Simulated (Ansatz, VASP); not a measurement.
## Mn2VSe4: VASP beside Ansatz

File INCAR:

```
ALGO = Normal
EDIFF = 1E-6
ENCUT = 520
GGA = PE
ISIF = 2
ISMEAR = -1
LASPH = True
LCHARG = False
LREAL = False
LWAVE = False
NBANDS = 40
NELM = 60
PREC = Accurate
SIGMA = 0.1
```

The input KPOINTS:

```
k-points
0
Gamma
  7 4 7
```

File POSCAR:

```
Mn2VSe4
1.0
    0.0000000000      3.3265470000      0.0000000000
    6.1154600000      0.0000000000      0.0000000000
   -2.7532110000      1.6632740000     -5.9905400000
Se V Mn
4 1 2
Direct
    0.3675000000      0.9726000000      0.2650000000
    0.6325000000      0.0274000000      0.7350000000
    0.8938000000      0.4493000000      0.2124000000
    0.1062000000      0.5507000000      0.7876000000
    0.0000000000      0.0000000000      0.0000000000
    0.2561000000      0.6904000000      0.4878000000
    0.7439000000      0.3096000000      0.5122000000
```

Input for Ansatz:

```yaml
crystal:
  lattice:
    - [0.0, 3.326547, 0.0]
    - [6.11546, 0.0, 0.0]
    - [-2.753211, 1.663274, -5.99054]
  atoms:
    - { symbol: Se, position: [0.3675, 0.9726, 0.265] }
    - { symbol: Se, position: [0.6325, 0.0274, 0.735] }
    - { symbol: V, position: [0.0, 0.0, 0.0] }
    - { symbol: Se, position: [0.8938, 0.4493, 0.2124] }
    - { symbol: Se, position: [0.1062, 0.5507, 0.7876] }
    - { symbol: Mn, position: [0.2561, 0.6904, 0.4878] }
    - { symbol: Mn, position: [0.7439, 0.3096, 0.5122] }
  symmetry: { tolerance: 0.0003 }
kpoints:
  mp_grid: { grid: [7, 4, 7], shift: [0, 0, 0] }
  band_path:
    path:
      - [0.0, 0.0, 0.0]
      - [0.53854476, 0.0, 0.26927238]
      - [0.46145524, 0.0, 0.73072762]
      - [0.0, 0.0, 0.5]
      - [0.0, 0.0, 0.0]
      - [0.0, -0.5, 0.5]
      - [0.49616133, -0.5, 0.74808067]
      - [0.50383867, -0.5, 0.25191933]
      - [0.0, -0.5, 0.0]
      - [0.0, 0.0, 0.0]
      - [0.5, -0.5, 0.5]
    npoints: 6
magnetization:
  spin_polarized: false
scf:
  occupations: { method: fermi_dirac }
  lower_state_search: "off"
  max_iter: 200
hamiltonian:
  pseudopotentials: { kind: paw }
  xc: pbe
basis:
  ecutwfc: 420
  fft_grid_basis: typed
output:
  forces: true
  stress: true
  eigenvalues: true
  bader: true
  populations: true
  elf: true
  write_potential: true
  volumetric_format: npy
  dos:
    e_range: [-12, 8]
    de: 0.05
    projected: { site_lists: { Mn: [Mn], Se: [Se], V: [V] } }
checkpoint:
  read: saved_state
```

Alike in both runs: task single point; functional PBE; k mesh 7 × 4 × 7; no spin polarisation.

```csv
,VASP,Ansatz
version,VASP 6.6.1,Ansatz 0.2.0
potentials or method,"VASP PAW PBE potentials, release 64 (Se, V_sv, Mn_pv), cutoff 520 eV",PAW plane waves
occupations,"fermi-dirac, width 0.1 eV",fermi-dirac
valence electrons in the cell,63,107
```

VASP gave:

| Property | Result |
| --- | --- |
| pressure (GPa) | -5.4 |
| rms of the force components (eV/Å) | 0.606 |

Question: Estimate Ansatz's values.

Answer: Pressure (GPa): -5.6; rms of the force components (eV/Å): 0.611.

VASP's potentials hold 63 valence electrons a cell and Ansatz's 107, so a difference there can come from the potentials and not from the codes.
